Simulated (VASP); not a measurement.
# KTaO3 (Pm-3m) in VASP: further runs, part 2 of 2

VASP 6.6.1. The steps go on from the part before.

### Step 4. Single point, LDA

This run uses another cell than the first one, of 12.94 Å³/atom.

The input, INCAR:

```
SYSTEM = KTaO3
PREC = Accurate
ENCUT = 520
EDIFF = 1E-6
ISMEAR = -1
SIGMA = 0.05
LREAL = .FALSE.
LASPH = .TRUE.
NELM = 100
ALGO = Normal
ISIF = 2
LWAVE = .FALSE.
LCHARG = .TRUE.
LELF = .TRUE.
LVHAR = .TRUE.
NBANDS = 27
```

The input, KPOINTS:

```
regular mesh
0
G
  7 7 7
  0 0 0
```

The input, POSCAR:

```
KTaO3
1.0
    4.0147133525      0.0000000000      0.0000000000
    0.0000000000      4.0147133525      0.0000000000
    0.0000000000      0.0000000000      4.0147133525
Ta K O
1 1 3
Direct
    0.0000000000      0.0000000000      0.0000000000
    0.5000000000      0.5000000000      0.5000000000
    0.0000000000      0.0000000000      0.5000000000
    0.0000000000      0.5000000000      0.0000000000
    0.5000000000      0.0000000000      0.0000000000
```

Potentials or basis: VASP PAW LDA potentials, release 64 (Ta_pv, K_sv, O).

Command:

```console
$ cat potpaw_LDA.64/Ta_pv/POTCAR potpaw_LDA.64/K_sv/POTCAR potpaw_LDA.64/O/POTCAR > POTCAR
$ mpirun -np 1 vasp_std > vasp.out
```

OUTCAR:

```text
SYSTEM = KTaO3
   PREC = Accurate
   ENCUT = 520
   EDIFF = 1E-6
   ISMEAR = -1
   LREAL = .FALSE.
   LASPH = .TRUE.
   NELM = 100
   ISIF = 2

 ion  position               nearest neighbor table
   1  0.000  0.000  0.000-   3 2.01   4 2.01   5 2.01   3 2.01   4 2.01   5 2.01   2 3.48   2 3.48
                             2 3.48   2 3.48   2 3.48   2 3.48   2 3.48   2 3.48
   2  0.500  0.500  0.500-   3 2.84   4 2.84   5 2.84   4 2.84   5 2.84   3 2.84   5 2.84   5 2.84
                             3 2.84   4 2.84   4 2.84   3 2.84   1 3.48   1 3.48   1 3.48   1 3.48
   3  0.000  0.000  0.500-   1 2.01   1 2.01   2 2.84   2 2.84   2 2.84   2 2.84
   4  0.000  0.500  0.000-   1 2.01   1 2.01   2 2.84   2 2.84   2 2.84   2 2.84
   5  0.500  0.000  0.000-   1 2.01   1 2.01   2 2.84   2 2.84   2 2.84   2 2.84

  LATTYP: Found a simple cubic cell.
 ALAT       =     4.0147133525

  Lattice vectors:

 A1 = (   4.0147133525,   0.0000000000,   0.0000000000)
 A2 = (   0.0000000000,   4.0147133525,   0.0000000000)
 A3 = (   0.0000000000,   0.0000000000,   4.0147133525)

Analysis of symmetry for initial positions (statically):
=====================================================================
 Subroutine PRICEL returns:
 Original cell was already a primitive cell.

 Routine SETGRP: Setting up the symmetry group for a
 simple cubic supercell.

 Subroutine GETGRP returns: Found 48 space group operations
 (whereof 48 operations were pure point group operations)
 out of a pool of 48 trial point group operations.

The static configuration has the point symmetry O_h .

Analysis of symmetry for dynamics (positions and initial velocities):
=====================================================================
 Subroutine PRICEL returns:
 Original cell was already a primitive cell.

 Routine SETGRP: Setting up the symmetry group for a
 simple cubic supercell.

 Subroutine GETGRP returns: Found 48 space group operations
 (whereof 48 operations were pure point group operations)
 out of a pool of 48 trial point group operations.

The dynamic configuration has the point symmetry O_h .

[... 121 lines left out ...]
  Fermi-wavevector in a.u.,A,eV,Ry     =   1.370929  2.590679 25.571403  1.879445
  Thomas-Fermi vector in A             =   2.496671
   LORBIT       =      0    0 simple, 1 ext, 2 COOP (PROOUT), +10 PAW based schemes
   GGA     = CA    functional components
   LHFCALC =     F    Hartree Fock is set to
   AEXX    =    0.0000 exact exchange contribution
   IVDW    =     0    specifies the selected vdW correction
   LEPSILON=     F    determine dielectric tensor
   LRPA    =     F    only Hartree local field effects (RPA)
 non-spin polarized calculation
  energy-cutoff  :      520.00
  volume of cell :       64.71
 maximum number of plane-waves:      1763
 NGX is ok and might be reduce to    30
   NGX = 15   NGY = 15   NGZ = 15

 number of electron      37.9999977 magnetization

 Free energy of the ion-electron system (eV)
  ---------------------------------------------------
  ext. energy  EPLUGINS =         0.00000000
  ---------------------------------------------------
  free energy    TOTEN  =       -44.99279362 eV

  energy without entropy =      -44.99279362  energy(sigma->0) =      -44.99279362

 E-fermi :   2.3909     XC(G=0): -11.3286

 val. band max:        1.3275622026   @ k =   0.4286   0.4286   0.4286
 cond. band min:       3.3662780657   @ k =   0.0000   0.0000   0.0000
 fundamental gap:      2.0387158631
 Fermi energy:         2.3909102449

 k-point     1 :       0.0000    0.0000    0.0000
  band No.  band energies     occupation
      1     -32.6123      2.00000
      2     -32.6123      2.00000
      3     -32.6123      2.00000
      4     -25.5028      2.00000
      5     -15.7998      2.00000
      6     -15.0669      2.00000
[... 589 lines left out ...]
     26      11.9765      0.00000
     27      13.1710      0.00000

------------------------ aborting loop because EDIFF is reached ----------------------------------------

  FORCE on cell =-STRESS in cart. coord.  units (eV):
  Direction    XX          YY          ZZ          XY          YZ          ZX
  --------------------------------------------------------------------------------------
  -------------------------------------------------------------------------------------
  Total       -3.3036076     -3.3036076     -3.3036076     -0.0000000     -0.0000000      0.0000000
  in kB      -81.7966304    -81.7966304    -81.7966304     -0.0000000     -0.0000000      0.0000000
  external PRESSURE =     -81.7966304 kB  Pullay stress =       0.0000000 kB

 VOLUME and BASIS-vectors are now :
 -----------------------------------------------------------------------------
  energy-cutoff  :      520.00
  volume of cell :       64.71
      direct lattice vectors                 reciprocal lattice vectors
     4.014713353  0.000000000  0.000000000     0.249083786  0.000000000  0.000000000
     0.000000000  4.014713353  0.000000000     0.000000000  0.249083786  0.000000000
     0.000000000  0.000000000  4.014713353     0.000000000  0.000000000  0.249083786

 POSITION                                       TOTAL-FORCE (eV/Angst)
 -----------------------------------------------------------------------------------
      0.00000      0.00000      0.00000         0.000000      0.000000      0.000000
      2.00736      2.00736      2.00736         0.000000      0.000000      0.000000
      0.00000      0.00000      2.00736         0.000000      0.000000      0.000000
      0.00000      2.00736      0.00000         0.000000      0.000000      0.000000
      2.00736      0.00000      0.00000         0.000000      0.000000      0.000000
 -----------------------------------------------------------------------------------
    total drift:                                0.000000     -0.000000      0.000000

  FREE ENERGIE OF THE ION-ELECTRON SYSTEM (eV)
  ---------------------------------------------------
  free  energy   TOTEN  =       -44.9927936210 eV

  energy  without entropy=      -44.9927936206  energy(sigma->0) =      -44.99279362
```

Run time: 66 s. Hardware: 1 thread of AMD EPYC 7R13, shared host; peak memory 0.14 GiB.

What came out:

```
Free energy            : -44.9928 eV
Pressure               : -8.2 GPa
Band gap on the k mesh : 2.04 eV (least direct gap 2.61 eV)
```

Caveat: the cell stands under tension; spin-orbit coupling is left out, which moves the levels of the heavy elements; an odd mesh through Γ misses points on the zone boundary, where band edges can lie.

### Step 5. Single point, PBEsol+D4

This run uses another cell than the first one, of 12.94 Å³/atom.

The input, INCAR:

```
SYSTEM = KTaO3
  ALGO = Normal
  EDIFF = 1E-6
  ENCUT = 520
  GGA = PS
  ISIF = 2
  ISMEAR = -1
  IVDW = 13
  LASPH = .True.
  LCHARG = .True.
  LELF = .True.
  LREAL = .False.
  LVHAR = .True.
  LWAVE = .False.
  NBANDS = 27
  NELM = 80
  PREC = Accurate
  SIGMA = 0.05
```

The input, KPOINTS:

```
k-points
0
Gamma
  7 7 7
  0 0 0
```

POSCAR is that of step 4.

Potentials or basis: VASP PAW PBE potentials, release 64 (Ta_pv, K_sv, O).

Command:

```console
$ cat potpaw_PBE.64/Ta_pv/POTCAR potpaw_PBE.64/K_sv/POTCAR potpaw_PBE.64/O/POTCAR > POTCAR
$ mpirun -np 1 vasp_std > vasp.out
```

OUTCAR:

```text
SYSTEM = KTaO3
   EDIFF = 1E-6
   ENCUT = 520
   GGA = PS
   ISIF = 2
   ISMEAR = -1
   IVDW = 13
   LASPH = .True.
   LREAL = .False.
   NELM = 80
   PREC = Accurate

 ion  position               nearest neighbor table
   1  0.000  0.000  0.000-   3 2.01   4 2.01   5 2.01   3 2.01   4 2.01   5 2.01   2 3.48   2 3.48
                             2 3.48   2 3.48   2 3.48   2 3.48   2 3.48   2 3.48
   2  0.500  0.500  0.500-   3 2.84   4 2.84   5 2.84   4 2.84   5 2.84   3 2.84   5 2.84   5 2.84
                             3 2.84   4 2.84   4 2.84   3 2.84   1 3.48   1 3.48   1 3.48   1 3.48
   3  0.000  0.000  0.500-   1 2.01   1 2.01   2 2.84   2 2.84   2 2.84   2 2.84
   4  0.000  0.500  0.000-   1 2.01   1 2.01   2 2.84   2 2.84   2 2.84   2 2.84
   5  0.500  0.000  0.000-   1 2.01   1 2.01   2 2.84   2 2.84   2 2.84   2 2.84

  LATTYP: Found a simple cubic cell.
 ALAT       =     4.0147133525

  Lattice vectors:

 A1 = (   4.0147133525,   0.0000000000,   0.0000000000)
 A2 = (   0.0000000000,   4.0147133525,   0.0000000000)
 A3 = (   0.0000000000,   0.0000000000,   4.0147133525)

Analysis of symmetry for initial positions (statically):
=====================================================================
 Subroutine PRICEL returns:
 Original cell was already a primitive cell.

 Routine SETGRP: Setting up the symmetry group for a
 simple cubic supercell.

 Subroutine GETGRP returns: Found 48 space group operations
 (whereof 48 operations were pure point group operations)
 out of a pool of 48 trial point group operations.

The static configuration has the point symmetry O_h .

Analysis of symmetry for dynamics (positions and initial velocities):
=====================================================================
 Subroutine PRICEL returns:
 Original cell was already a primitive cell.

 Routine SETGRP: Setting up the symmetry group for a
 simple cubic supercell.
[... 124 lines left out ...]
   IMIX   =      4    mixing-type and parameters
     AMIX     =   0.40;   BMIX     =  1.00
     AMIX_MAG =   1.60;   BMIX_MAG =  1.00
  volume/ion in A,a.u.               =      12.94        87.34
  Fermi-wavevector in a.u.,A,eV,Ry     =   1.370929  2.590679 25.571403  1.879445
  Thomas-Fermi vector in A             =   2.496671
   LORBIT       =      0    0 simple, 1 ext, 2 COOP (PROOUT), +10 PAW based schemes
   GGA     = PS    functional components
   LHFCALC =     F    Hartree Fock is set to
   AEXX    =    0.0000 exact exchange contribution
   IVDW    =    13    specifies the selected vdW correction
   LEPSILON=     F    determine dielectric tensor
   LRPA    =     F    only Hartree local field effects (RPA)
 non-spin polarized calculation
  energy-cutoff  :      520.00
  volume of cell :       64.71
 maximum number of plane-waves:      1763
 NGX is ok and might be reduce to    30
   NGX = 15   NGY = 15   NGZ = 15

 number of electron      37.9999978 magnetization

 Free energy of the ion-electron system (eV)
  ---------------------------------------------------
  ext. energy  EPLUGINS =         0.00000000
  ---------------------------------------------------
  free energy    TOTEN  =       -42.90917522 eV

  energy without entropy =      -42.90917522  energy(sigma->0) =      -42.90917522

 E-fermi :   2.5409     XC(G=0): -11.0351

 val. band max:        1.4710373530   @ k =   0.4286   0.4286   0.4286
 cond. band min:       3.5723615117   @ k =   0.0000   0.0000   0.0000
 fundamental gap:      2.1013241587
 Fermi energy:         2.5409492526

 k-point     1 :       0.0000    0.0000    0.0000
  band No.  band energies     occupation
      1     -32.6234      2.00000
      2     -32.6234      2.00000
      3     -32.6234      2.00000
      4     -25.6056      2.00000
      5     -15.8838      2.00000
      6     -15.1634      2.00000
[... 589 lines left out ...]
     26      12.2852      0.00000
     27      13.4257      0.00000

------------------------ aborting loop because EDIFF is reached ----------------------------------------

  DFT-D4 for vdW energy calculation

  Edisp (eV):   -0.44557

  FORCE on cell =-STRESS in cart. coord.  units (eV):
  Direction    XX          YY          ZZ          XY          YZ          ZX
  --------------------------------------------------------------------------------------
  -------------------------------------------------------------------------------------
  Total      -1.91520    -1.91520    -1.91520     0.00000    -0.00000     0.00000
  in kB     -47.41998   -47.41998   -47.41998     0.00000    -0.00000     0.00000
  external pressure =      -47.42 kB  Pullay stress =        0.00 kB

 VOLUME and BASIS-vectors are now :
 -----------------------------------------------------------------------------
  energy-cutoff  :      520.00
  volume of cell :       64.71
      direct lattice vectors                 reciprocal lattice vectors
     4.014713353  0.000000000  0.000000000     0.249083786  0.000000000  0.000000000
     0.000000000  4.014713353  0.000000000     0.000000000  0.249083786  0.000000000
     0.000000000  0.000000000  4.014713353     0.000000000  0.000000000  0.249083786

 POSITION                                       TOTAL-FORCE (eV/Angst)
 -----------------------------------------------------------------------------------
      0.00000      0.00000      0.00000         0.000000      0.000000      0.000000
      2.00736      2.00736      2.00736         0.000000      0.000000      0.000000
      0.00000      0.00000      2.00736         0.000000      0.000000      0.000000
      0.00000      2.00736      0.00000         0.000000      0.000000      0.000000
      2.00736      0.00000      0.00000         0.000000      0.000000      0.000000
 -----------------------------------------------------------------------------------
    total drift:                                0.000000     -0.000000      0.000000

  FREE ENERGIE OF THE ION-ELECTRON SYSTEM (eV)
  ---------------------------------------------------
  free  energy   TOTEN  =       -43.3547492199 eV

  energy  without entropy=      -43.3547492197  energy(sigma->0) =      -43.35474922
```

Run time: 73 s. Hardware: 1 thread of AMD EPYC 7R13, shared host; peak memory 0.16 GiB.

Results:

```
Free energy                : -43.3547 eV
Pressure                   : -4.7 GPa
Band gap on the k mesh     : 2.10 eV (least direct gap 2.67 eV)
Dispersion energy per atom : -0.089 eV
```

Levels at points of the mesh, in eV from the valence-band top:
| k point | band 17 | band 18 | band 19 | band 20 | band 21 | band 22 |
| --- | --- | --- | --- | --- | --- | --- |
| (0.00, 0.00, 0.00) | -0.57 | -0.57 | -0.57 | 2.10 | 2.10 | 2.10 |

Caveat: the cell stands under tension; the PAW data sets were made with another functional, which shifts forces and pressure a little; spin-orbit coupling is left out, which moves the levels of the heavy elements; an odd mesh through Γ misses points on the zone boundary, where band edges can lie. PBEsol gaps usually lie below the measured ones, often by a third to a half.

### Step 6. Summary

```csv
level,potentials or basis,cell,gap on the mesh (eV),pressure (GPa)
LDA,"VASP PAW LDA potentials, release 64 (Ta_pv, K_sv, O)","a = 3.988 Å, 5 atoms",2.08,-4.4
PBEsol+D4,"VASP PAW PBE potentials, release 64 (Ta_pv, K_sv, O)","a = 3.988 Å, 5 atoms",2.14,-0.9
LDA,"VASP PAW LDA potentials, release 64 (Ta_pv, K_sv, O)","a = 4.015 Å, 5 atoms",2.04,-8.2
PBEsol+D4,"VASP PAW PBE potentials, release 64 (Ta_pv, K_sv, O)","a = 4.015 Å, 5 atoms",2.10,-4.7
```

Alike in all rows: task single point; no spin polarisation; k mesh 7 × 7 × 7; cutoff (eV) 520; smearing fermi-dirac 0.05 eV.

Caveats: spin-orbit coupling is left out, which moves the levels of the heavy elements; an odd mesh through Γ misses points on the zone boundary, where band edges can lie; the cell stands under tension (at least some runs); the PAW data sets were made with another functional, which shifts forces and pressure a little (at least some runs).

Absolute energies hang on the potentials; compare differences alone.
